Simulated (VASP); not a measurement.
A run of VASP 6.6.1 is set up as follows.

Contents of INCAR:

```
PREC = Accurate ; ENCUT = 600
EDIFF = 1E-6 ; ISMEAR = -1
SIGMA = 0.05 ; LREAL = False
LASPH = True ; NELM = 60
ALGO = Normal ; ISIF = 3
LWAVE = False ; LCHARG = False
GGA = CA ; IBRION = 2
NSW = 80 ; EDIFFG = -0.01
```

Contents of KPOINTS:

```
Automatic mesh
0
Gamma
  7 7 7
```

Contents of POSCAR:

```
TePb
1.0
    4.0022870000      0.0000000000      0.0000000000
    0.0000000000      4.0022870000      0.0000000000
    0.0000000000      0.0000000000      4.0022870000
Pb Te
1 1
Direct
    0.0000000000      0.0000000000      0.0000000000
    0.5000000000      0.5000000000      0.5000000000
```

Potentials or basis: VASP PAW LDA potentials, release 64 (Pb_d, Te).

Run with:

```console
$ cat potpaw_LDA.64/Pb_d/POTCAR potpaw_LDA.64/Te/POTCAR > POTCAR
$ mpirun -np 1 vasp_std > vasp.out
```

(1) Estimate the relaxed cell.

(2) What does it give for the band gap on the k mesh?

(3) Predict the relaxed volume.

(4) Predict the space group after relaxing (to 0.05 Å).

Results:

(1) a = 3.878 Å, b = 3.878 Å, c = 3.878 Å, α = 90.00°, β = 90.00°, γ = 90.00°.

(2) zero (band 10 reaches 7.48 eV, above the bottom of band 11 at 6.44 eV).

(3) 29.16 Å³/atom.

(4) Pm-3m (No. 221).

Caveat: spin-orbit coupling is left out, which moves the levels of the heavy elements.
